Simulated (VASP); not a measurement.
# TiAl (Pm-3m) in VASP: further runs

Aim: see how the results for TiAl move with the level of theory and the settings. Levels: LDA+U, LDA. Tasks: elastic constants, vibrations by perturbation theory.

Program: VASP 6.6.1. These are calculated values, not measurements. Logs are shortened: lines on timing, memory, paths and dates and some standing lists are left out, and cuts for length are marked.

## Step 1: The cell of the first run

It takes space group Pm-3m (No. 221, cubic). Conventional cell: a = 3.046 Å, b = 3.046 Å, c = 3.046 Å, α = 90.00°, β = 90.00°, γ = 90.00°. Ti (site symmetry m-3m) has 8 Al at 2.64 Å and 6 Ti at 3.05 Å within 3.5 Å. Within 3.5 Å of Al (site symmetry m-3m) lie 8 Ti at 2.64 Å and 6 Al at 3.05 Å.

## Step 2: Elastic constants, LDA+U (volume scaled by 0.88)

The input, INCAR:

```
PREC = Accurate ; ENCUT = 600
EDIFF = 1E-8 ; ISMEAR = -1
SIGMA = 0.05 ; LREAL = F
LASPH = T ; NELM = 150
ALGO = Normal ; ISIF = 3
LWAVE = F ; LCHARG = F
LMAXMIX = 4 ; LDAU = T
LDAUTYPE = 2 ; LDAUL = 2 -1
LDAUU = 4 0 ; LDAUJ = 0 0
LDAUPRINT = 1 ; IBRION = 6
NFREE = 2 ; POTIM = 0.015
NSW = 1
```

The input, KPOINTS:

```
regular mesh
0
Gamma
  6 6 6
```

The input, POSCAR:

```
TiAl
1.0
    3.0464460800      0.0000000000      0.0000000000
    0.0000000000      3.0464460800      0.0000000000
    0.0000000000      0.0000000000      3.0464460800
Ti Al
1 1
Direct
    0.0000000000      0.0000000000      0.0000000000
    0.5000000000      0.5000000000      0.5000000000
```

Potentials or basis: VASP PAW LDA potentials, release 64 (Ti_sv, Al).

Command:

```
$ cat potpaw_LDA.64/Ti_sv/POTCAR potpaw_LDA.64/Al/POTCAR > POTCAR
$ mpirun -np 1 vasp_std > vasp.out
```

OUTCAR:

```text
PREC = Accurate
   ENCUT = 600
   EDIFF = 1E-8
   ISMEAR = -1
   LREAL = F
   LASPH = T
   NELM = 150
   ISIF = 3
   IBRION = 6
   NFREE = 2
   POTIM = 0.015
   NSW = 1

 ion  position               nearest neighbor table
   1  0.000  0.000  0.000-   2 2.64   2 2.64   2 2.64   2 2.64   2 2.64   2 2.64   2 2.64   2 2.64

   2  0.500  0.500  0.500-   1 2.64   1 2.64   1 2.64   1 2.64   1 2.64   1 2.64   1 2.64   1 2.64

  LATTYP: Found a simple cubic cell.
 ALAT       =     3.0464460800

  Lattice vectors:

 A1 = (   3.0464460800,   0.0000000000,   0.0000000000)
 A2 = (   0.0000000000,   3.0464460800,   0.0000000000)
 A3 = (   0.0000000000,   0.0000000000,   3.0464460800)

Analysis of symmetry for initial positions (statically):
=====================================================================
 Subroutine PRICEL returns:
 Original cell was already a primitive cell.

 Routine SETGRP: Setting up the symmetry group for a
 simple cubic supercell.

 Subroutine GETGRP returns: Found 48 space group operations
 (whereof 48 operations were pure point group operations)
 out of a pool of 48 trial point group operations.

The static configuration has the point symmetry O_h .

Analysis of symmetry for dynamics (positions and initial velocities):
=====================================================================
 Subroutine PRICEL returns:
 Original cell was already a primitive cell.

 Routine SETGRP: Setting up the symmetry group for a
 simple cubic supercell.

 Subroutine GETGRP returns: Found 48 space group operations
 (whereof 48 operations were pure point group operations)
 out of a pool of 48 trial point group operations.

The dynamic configuration has the point symmetry O_h .

 Subroutine INISYM returns: Found 48 space group operations
 (whereof 48 operations are pure point group operations),
 and found     1 'primitive' translations

----------------------------------------------------------------------------------------

                                     Primitive cell

  volume of cell :      28.2736

  direct lattice vectors                    reciprocal lattice vectors
     3.046446080  0.000000000  0.000000000     0.328251337  0.000000000  0.000000000
     0.000000000  3.046446080  0.000000000     0.000000000  0.328251337  0.000000000
     0.000000000  0.000000000  3.046446080     0.000000000  0.000000000  0.328251337

  length of vectors
     3.046446080  3.046446080  3.046446080     0.328251337  0.328251337  0.328251337

  position of ions in fractional coordinates (direct lattice)
     0.000000000  0.000000000  0.000000000
     0.500000000  0.500000000  0.500000000

  ion indices of the primitive-cell ions
   primitive index   ion index
                 1           1
                 2           2

----------------------------------------------------------------------------------------

 KPOINTS: regular mesh

Automatic generation of k-mesh.
 Grid dimensions read from file:
 generate k-points for:    6    6    6

 Generating k-lattice:

  Cartesian coordinates                     Fractional coordinates (reciprocal lattice)
     0.054708556  0.000000000  0.000000000     0.166666667  0.000000000  0.000000000
     0.000000000  0.054708556  0.000000000     0.000000000  0.166666667  0.000000000
     0.000000000  0.000000000  0.054708556     0.000000000  0.000000000  0.166666667

  Length of vectors
     0.054708556  0.054708556  0.054708556

  Shift w.r.t. Gamma in fractional coordinates (k-lattice)
     0.000000000  0.000000000  0.000000000

 Subroutine IBZKPT returns following result:
 ===========================================

 Found     20 irreducible k-points:

 Following reciprocal coordinates:
            Coordinates               Weight
  0.000000  0.000000  0.000000      1.000000
  0.166667  0.000000  0.000000      6.000000
  0.333333  0.000000  0.000000      6.000000
  0.500000  0.000000  0.000000      3.000000
  0.166667  0.166667  0.000000     12.000000
[... 185 lines left out ...]
  FREE ENERGIE OF THE ION-ELECTRON SYSTEM (eV)
  ---------------------------------------------------
  free  energy   TOTEN  =       -10.0125809467 eV

  energy  without entropy=      -10.0017551017  energy(sigma->0) =      -10.00716802

[... ionic steps 4 to 14 ...]

--------------------------------------- Ionic step       15  -------------------------------------------

 number of electron      15.0000005 magnetization

------------------------ aborting loop because EDIFF is reached ----------------------------------------
[... 61 lines left out ...]
  FREE ENERGIE OF THE ION-ELECTRON SYSTEM (eV)
  ---------------------------------------------------
  free  energy   TOTEN  =       -10.0615074515 eV

  energy  without entropy=      -10.0509327997  energy(sigma->0) =      -10.05622013

atom =   1  type =  1  l = 2

 onsite density matrix

spin component  1

  0.1356  0.0000 -0.0000 -0.0000  0.0000
  0.0000  0.1356 -0.0000  0.0000  0.0000
 -0.0000 -0.0000  0.2937  0.0000 -0.0000
 -0.0000  0.0000  0.0000  0.1356  0.0000
  0.0000  0.0000 -0.0000  0.0000  0.2937

spin component  2

  0.1356  0.0000 -0.0000 -0.0000  0.0000
  0.0000  0.1356 -0.0000  0.0000  0.0000
 -0.0000 -0.0000  0.2937  0.0000 -0.0000
 -0.0000  0.0000  0.0000  0.1356  0.0000
  0.0000  0.0000 -0.0000  0.0000  0.2937

 occupancies and eigenvectors

  o =  0.1356  v =  1.0000  0.0000  0.0000  0.0000  0.0000  0.0000  0.0000  0.0000  0.0000  0.0000      0.0000  0.0000  0.0000  0.0000  0.0000  0.0000  0.0000  0.0000  0.0000  0.0000
  o =  0.1356  v =  0.0000  0.0000  0.0000  0.0000  0.0000  1.0000  0.0000  0.0000  0.0000  0.0000      0.0000  0.0000  0.0000  0.0000  0.0000  0.0000  0.0000  0.0000  0.0000  0.0000
  o =  0.1356  v =  0.0000  0.0000 -0.0000  1.0000 -0.0000  0.0000  0.0000  0.0000  0.0000  0.0000      0.0000  0.0000  0.0000  0.0000  0.0000  0.0000  0.0000  0.0000  0.0000  0.0000
  o =  0.1356  v =  0.0000  0.0000  0.0000  0.0000  0.0000  0.0000  0.0000 -0.0000  1.0000 -0.0000      0.0000  0.0000  0.0000  0.0000  0.0000  0.0000  0.0000  0.0000  0.0000  0.0000
  o =  0.1356  v =  0.0000 -1.0000  0.0000  0.0000  0.0000  0.0000  0.0000  0.0000  0.0000  0.0000      0.0000  0.0000  0.0000  0.0000  0.0000  0.0000  0.0000  0.0000  0.0000  0.0000
  o =  0.1356  v =  0.0000  0.0000  0.0000  0.0000  0.0000  0.0000 -1.0000  0.0000  0.0000  0.0000      0.0000  0.0000  0.0000  0.0000  0.0000  0.0000  0.0000  0.0000  0.0000  0.0000
  o =  0.2937  v =  0.0000 -0.0000 -0.8660 -0.0000 -0.5000  0.0000  0.0000  0.0000  0.0000  0.0000      0.0000  0.0000  0.0000  0.0000  0.0000  0.0000  0.0000  0.0000  0.0000  0.0000
  o =  0.2937  v =  0.0000  0.0000  0.0000  0.0000  0.0000  0.0000 -0.0000 -0.8660 -0.0000 -0.5000      0.0000  0.0000  0.0000  0.0000  0.0000  0.0000  0.0000  0.0000  0.0000  0.0000
  o =  0.2937  v =  0.0000  0.0000  0.0000  0.0000  0.0000  0.0000 -0.0000  0.5000 -0.0000 -0.8660      0.0000  0.0000  0.0000  0.0000  0.0000  0.0000  0.0000  0.0000  0.0000  0.0000
  o =  0.2937  v =  0.0000 -0.0000  0.5000 -0.0000 -0.8660  0.0000  0.0000  0.0000  0.0000  0.0000      0.0000  0.0000  0.0000  0.0000  0.0000  0.0000  0.0000  0.0000  0.0000  0.0000

--------------------------------------- Ionic step       17  -------------------------------------------

 number of electron      15.0000008 magnetization

 Free energy of the ion-electron system (eV)
  ---------------------------------------------------
  ext. energy  EPLUGINS =         0.00000000
  ---------------------------------------------------
  free energy    TOTEN  =       -10.06150745 eV

  energy without entropy =      -10.05093279  energy(sigma->0) =      -10.05622012

 E-fermi :  10.3829     XC(G=0): -11.9071

 val. band max:       10.2583135804   @ k =   0.3333   0.3333   0.1667
 cond. band min:      10.4856876906   @ k =   0.1667   0.3333   0.1667
 fundamental gap:      0.2273741102
 Fermi energy:        10.3828795542

 k-point     1 :       0.0000    0.0000    0.0000
  band No.  band energies     occupation
      1     -46.6389      2.00000
      2     -23.1755      2.00000
      3     -23.1755      2.00000
      4     -23.1754      2.00000
      5       0.2266      2.00000
      6       8.4431      2.00000
      7       8.4432      2.00000
      8      12.8248      0.00000
      9      12.8252      0.00000
     10      12.8252      0.00000
     11      15.0675      0.00000
[... 309 lines left out ...]
 k-point    24 :       0.0000    0.1667    0.1667
  band No.  band energies     occupation
      1     -46.6255      2.00000
      2     -23.2406      2.00000
      3     -23.2333      2.00000
      4     -23.1634      2.00000
      5       1.1851      2.00000
      6       8.3076      2.00000
      7       8.5129      2.00000
      8      11.1690      0.00000
      9      11.9321      0.00000
     10      12.4502      0.00000
     11      14.2588      0.00000

 [... further k-points ...]
[... 5 lines left out ...]
  --------------------------------------------------------------------------------------
  -------------------------------------------------------------------------------------
  Total        3.0781018      3.0813473      3.0813473      0.0000000      0.0000000      0.0000000
  in kB      174.4267462    174.6106571    174.6106571      0.0000000      0.0000000      0.0000000
  external PRESSURE =     174.5493535 kB  Pullay stress =       0.0000000 kB
[... 17 lines left out ...]
  FREE ENERGIE OF THE ION-ELECTRON SYSTEM (eV)
  ---------------------------------------------------
  free  energy   TOTEN  =       -10.0615074491 eV

  energy  without entropy=      -10.0509327873  energy(sigma->0) =      -10.05622012

 INTERNAL STRAIN TENSORS FROM STRAINED CELLS
 ============================================

 INTERNAL STRAIN TENSOR FOR ION    1 for displacements in x,y,z  (eV/Angst):
          X           Y           Z          XY          YZ          ZX
  --------------------------------------------------------------------------------
  x     0.00000     0.00000     0.00000     0.00000     0.00000    -0.00000
  y     0.00000     0.00000     0.00000     0.00000     0.00000     0.00000
  z     0.00000     0.00000     0.00000     0.00000     0.00000     0.00000

 INTERNAL STRAIN TENSORS FROM DISPLACED ATOMS
 ============================================

 INTERNAL STRAIN TENSOR FOR ION    1 for displacements in x,y,z  (eV/Angst):
          X           Y           Z          XY          YZ          ZX
  --------------------------------------------------------------------------------
  x     0.00000     0.00000     0.00000     0.00000     0.00000     0.00000
  y     0.00000     0.00000     0.00000     0.00000     0.00000     0.00000
  z     0.00000     0.00000     0.00000     0.00000     0.00000     0.00000

 INTERNAL STRAIN TENSOR FOR ION    2 for displacements in x,y,z  (eV/Angst):
          X           Y           Z          XY          YZ          ZX
  --------------------------------------------------------------------------------
  x     0.00000     0.00000     0.00000     0.00000     0.00000     0.00000
  y     0.00000     0.00000     0.00000     0.00000     0.00000     0.00000
  z     0.00000     0.00000     0.00000     0.00000     0.00000     0.00000

 Eigenvectors and eigenvalues of the dynamical matrix
 ----------------------------------------------------

   1 f  =   11.542412 THz    72.523116 2PiTHz  385.013435 cm-1    47.735561 meV
             X         Y         Z           dx          dy          dz
      0.000000  0.000000  0.000000     0.600608   -0.000000   -0.000000
      1.523223  1.523223  1.523223    -0.799543   -0.000000    0.000000
[... 21 lines left out ...]
   6 f/i=    0.003796 THz     0.023852 2PiTHz    0.126626 cm-1     0.015700 meV
             X         Y         Z           dx          dy          dz
      0.000000  0.000000  0.000000    -0.757813   -0.254929    0.000000
      1.523223  1.523223  1.523223    -0.569261   -0.191500    0.000000

--------------------------------------------------------------------------------------------------------

 ELASTIC MODULI CONTR FROM IONIC RELAXATION (kBar)
 Direction    XX          YY          ZZ          XY          YZ          ZX
 --------------------------------------------------------------------------------
 XX           0.0000      0.0000      0.0000      0.0000      0.0000      0.0000
 YY           0.0000      0.0000      0.0000      0.0000      0.0000      0.0000
 ZZ           0.0000      0.0000      0.0000      0.0000      0.0000      0.0000
 XY           0.0000      0.0000      0.0000      0.0000      0.0000      0.0000
 YZ           0.0000      0.0000      0.0000      0.0000      0.0000      0.0000
 ZX           0.0000      0.0000      0.0000      0.0000      0.0000      0.0000
 --------------------------------------------------------------------------------

 TOTAL ELASTIC MODULI (kBar)
 Direction    XX          YY          ZZ          XY          YZ          ZX
 --------------------------------------------------------------------------------
 XX        1687.4992   1686.6475   1686.6475      0.0000     -0.0000      0.0000
 YY        1686.6475   1687.4992   1686.6475     -0.0000      0.0000     -0.0000
 ZZ        1686.6475   1686.6475   1687.4992     -0.0000     -0.0000     -0.0000
 XY           0.0000     -0.0000     -0.0000   1164.0060      0.0000      0.0000
 YZ          -0.0000      0.0000     -0.0000      0.0000   1164.0060      0.0000
 ZX           0.0000     -0.0000     -0.0000      0.0000      0.0000   1164.0060
 --------------------------------------------------------------------------------
```

Run time: 3.3 min. Hardware: 1 thread of AMD EPYC 7R43 (Zen 3), shared host; peak memory 0.15 GiB.

Results:

| Item | Value |
| --- | --- |
| Elastic constants C11, C12, C44 | 169, 169, 116 GPa |
| Voigt bulk modulus | 169 GPa |
| Highest phonon frequency at Γ, LO-TO splitting left out | 385 cm⁻¹ |

Phonon frequencies in cm⁻¹ (negative: imaginary):
```tsv
q point	frequencies
(0.000, 0.000, 0.000)	0 0 0 385 385 385
```

Elastic tensor in Voigt notation (GPa, in the Cartesian axes of the cell as first typed):
```
169 169 169   0   0   0
169 169 169   0   0   0
169 169 169   0   0   0
  0   0   0 116   0   0
  0   0   0   0 116   0
  0   0   0   0   0 116
```

Eigenvalues of the final occupation matrices:
| site | spin | trace | eigenvalues |
| --- | --- | --- | --- |
| site 1 d | 1 | 0.99 | 0.14 0.14 0.14 0.29 0.29 |
| site 1 d | 2 | 0.99 | 0.14 0.14 0.14 0.29 0.29 |

Clamped-ion elastic tensor (GPa):
```
169 169 169   0   0   0
169 169 169   0   0   0
169 169 169   0   0   0
  0   0   0 116   0   0
  0   0   0   0 116   0
  0   0   0   0   0 116
```

Caveat: the cell is under stress, which shifts elastic constants; the U is typed as a test and isn't derived for this compound.

[end of part 1 of 2]
